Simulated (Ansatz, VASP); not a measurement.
**Two plane-wave programs on Si2W**

Contents of INCAR:

```
PREC     = Accurate       # precision mode
ENCUT    = 520            # plane-wave cutoff, eV
EDIFF    = 1E-6           # SCF threshold, eV
ISMEAR   = 0              # smearing method
SIGMA    = 0.15           # smearing width, eV
LREAL    = F              # projectors in reciprocal space
LASPH    = T              # aspherical terms in the spheres
NELM     = 60             # most SCF steps
ALGO     = Normal         # electronic algorithm
ISIF     = 2              # what is computed and relaxed
LWAVE    = F              # write WAVECAR
LCHARG   = T              # write CHGCAR
GGA      = PS             # functional
LELF     = T              # ELF
LVHAR    = T            
NBANDS   = 18             # bands
```

File KPOINTS:

```
Automatic mesh
0
Gamma
  20 20 20
```

Contents of POSCAR:

```
Si2W
1.0
   -1.6412810256      1.6412810256      4.0055629210
    1.6412810256     -1.6412810256      4.0055629210
    1.6412810256      1.6412810256     -4.0055629210
Si W
2 1
Direct
    0.3344989450      0.3344989450      0.0000000000
    0.6655010550      0.6655010550      0.0000000000
    0.0000000000      0.0000000000      0.0000000000
```

Input for Ansatz:

```yaml
crystal:
  lattice:
    - [-1.6412810256, 1.6412810256, 4.005562921]
    - [1.6412810256, -1.6412810256, 4.005562921]
    - [1.6412810256, 1.6412810256, -4.005562921]
  atoms:
    - { symbol: Si, position: [0.334498945, 0.334498945, 0.0] }
    - { symbol: Si, position: [0.665501055, 0.665501055, 0.0] }
    - { symbol: W, position: [0.0, 0.0, 0.0] }
basis:
  ecutwfc: 420
kpoints:
  mp_grid: { grid: [20, 20, 20] }
hamiltonian:
  xc: pbesol
scf:
  occupations: { method: gaussian, width: 0.15 }
output:
  forces: true
  stress: true
  eigenvalues: true
  write_density: true
  write_potential: true
  elf: true
  volumetric_format: npy
```

Change from the starting cell: strain +0.025 along x and y, +0.025 along z, atoms carried along.

Alike in both runs: task single point; functional PBEsol; k mesh 20 × 20 × 20; occupations gaussian, width 0.15 eV; no spin polarisation.

|  | VASP | Ansatz |
| --- | --- | --- |
| version | VASP 6.6.1 | Ansatz 0.2.0 |
| potentials or method | VASP PAW PBE potentials, release 64 (Si, W_sv), cutoff 520 eV | scalar-relativistic, plane waves, PAW |
| valence electrons in the cell | 22 | 22 |

|  | VASP | Ansatz | Ansatz less VASP |
| --- | --- | --- | --- |
| gap on the k mesh at the Fermi level (eV) | none | none | - |
| pressure (GPa) | -14.6 | -14.8 | -0.20 |
| traceless stress, the component that is largest in VASP (GPa) | -1.27 | -1.23 | +0.034 |
| rms of the force components (eV/Å) | 0.084 | 0.086 | +0.0018 |

VASP's potentials were made for PBE, not for PBEsol. Atom by atom the forces differ by 0.002 eV/Å (rms over components). A gap of «none» marks a metal or a gap that the smearing closes. The functional is the same, so the differences come from potentials, cutoffs and numerics.

Spin-orbit coupling is off throughout.
